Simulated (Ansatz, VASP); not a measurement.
**Two plane-wave programs on BaTiO3**

```
CELL_PARAMETERS angstrom
2.82737 1.63238 2.31839
-2.82737 1.63238 2.31839
0.00000 -3.26476 2.31839
ATOMIC_POSITIONS crystal
Ba 0.00000 0.00000 0.00000
Ti 0.48450 0.48450 0.48450
O 0.50860 0.01750 0.50860
O 0.01750 0.50860 0.50860
O 0.50860 0.50860 0.01750
```

Alike in both runs: task relaxation of cell and atoms; functional r2SCAN; k mesh 7 × 7 × 7; occupations fermi-dirac, width 0.05 eV; no spin polarisation.

|  | VASP | Ansatz |
| --- | --- | --- |
| version | VASP 6.6.1 | Ansatz 0.2.0 |
| potentials or method | VASP PAW PBE potentials, release 64 (Ba_sv, Ti_sv, O) | Ansatz PAW |
| plane-wave cutoff (eV) | 600 | 500 |
| valence electrons in the cell | 40 | 40 |

```tsv
	VASP	Ansatz	Ansatz less VASP
gap on the k mesh at the Fermi level, each at its own relaxed structure (eV)	2.82	2.93	+0.104
relaxed volume (Å³/atom)	13.14	13.03	-0.108
relaxed cell length with the largest relative difference (Å)	4.035	4.024	-0.0111
```

VASP's potentials were made for PBE, not for r2SCAN.

Spin-orbit coupling is off throughout. Noted on Ansatz's run: odd divisions of the mesh miss points on the zone boundary, where band edges often lie, so the gap on the mesh can be too wide; the plane-wave basis is chosen anew once the cell has moved, so the energies of steps on either side of that aren't comparable.
